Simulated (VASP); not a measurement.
A run of VASP 6.6.1 is set up as follows.

File INCAR:

```
PREC = Accurate
ENCUT = 520
EDIFF = 1E-6
ISMEAR = -1
SIGMA = 0.1
LREAL = F
LASPH = T
NELM = 100
ALGO = Normal
ISIF = 2
LWAVE = F
LCHARG = F
GGA = B5
ALDAX = 1.0
AGGAX = 1.0
AGGAC = 1.0
ALDAC = 0.0
NBANDS = 28
```

Contents of KPOINTS:

```
regular mesh
0
Gamma
  9 9 13
```

The input POSCAR:

```
W
1.0
    4.9307965103      0.0000000000      0.0000000000
   -2.4653982552      4.2701950388      0.0000000000
    0.0000000000      0.0000000000      2.7369989377
W
3
Direct
    1.0000000000      0.0000000000      0.0000000000
    0.3333333333      0.6666666667      0.5000000000
    0.6666666667      0.3333333333      0.5000000000
```

Potentials or basis: VASP PAW PBE potentials, release 64 (W_sv).

The run is started by

```sh
$ cat potpaw_PBE.64/W_sv/POTCAR > POTCAR
$ mpirun -np 1 vasp_std > vasp.out
```

**Question.** What does it give for the band gap on the k mesh?

**Answer.** Zero (bands 21 and 22 overlap by 0.64 eV).

**Question.** Estimate the pressure.

**Answer.** -21.1 GPa.

Stress tensor (GPa, compression positive):
```
-19.76   0.00   0.00
  0.00 -19.76   0.00
  0.00   0.00 -23.77
```

Caveat: the cell stands under tension; the PAW data sets were made with another functional, which shifts forces and pressure a little; spin-orbit coupling is left out, which moves the levels of the heavy elements.
